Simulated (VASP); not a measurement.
Wanted: the native input for a VASP 6.6.1 run.

- Task: single point
- Functional: revPBE
- Potentials or basis: VASP PAW PBE potentials, release 64 (Ni)
- Cutoff: 520 eV
- k mesh: 13 × 13 × 13
- Occupations: fermi-dirac, width 0.05 eV
- Spin: collinear spin, ferromagnetic start
- Starting moments: [-0.625, -0.625] μB
- Dipole correction: no
- Further INCAR settings: ALGO = Normal; EDIFF = 1e-07; NBANDS = 21

The structure of Ni lies in POSCAR:

```
Ni
1.0
    0.0000000000      2.3104843750      2.3104843750
    2.3104843750      0.0000000000      2.3104843750
    2.3104843750      2.3104843750      0.0000000000
Ni
2
Direct
    0.0000000000      0.0000000000      0.0000000000
    0.5000000000      0.5000000000      0.5000000000
```

This isn't the form of Ni at room conditions, which is fcc.

The input as run:

INCAR

```
SYSTEM = Ni
PREC = Accurate
ENCUT = 520
EDIFF = 1E-7
ISMEAR = -1
SIGMA = 0.05
LREAL = .FALSE.
LASPH = .TRUE.
NELM = 150
ALGO = Normal
ISIF = 2
LWAVE = .FALSE.
LCHARG = .FALSE.
ISPIN = 2
MAGMOM = -0.625 -0.625
LORBIT = 11
LMAXMIX = 4
GGA = RE
NBANDS = 21
```

KPOINTS

```
Automatic mesh
0
G
  13 13 13
  0 0 0
```

Potentials or basis: VASP PAW PBE potentials, release 64 (Ni).

Run with:

```sh
$ cat potpaw_PBE.64/Ni/POTCAR > POTCAR
$ mpirun -np 1 vasp_std > vasp.out
```

It gave:

```yaml
Pressure: 6.9 GPa
Net_moment: -1.06 μB per cell
Site_moments: Ni -0.53 μB
Valence_electrons_inside_the_program's_atomic_spheres: Ni 9.28
```

Caveat: the cell stands under pressure; the PAW data sets were made with another functional, which shifts forces and pressure a little.

Run time: 75 s on 1 thread of Intel(R) Xeon(R) Platinum 8259CL CPU @ 2.50GHz (Skylake/Cascade Lake), with other jobs on the host, peak memory 0.19 GiB.
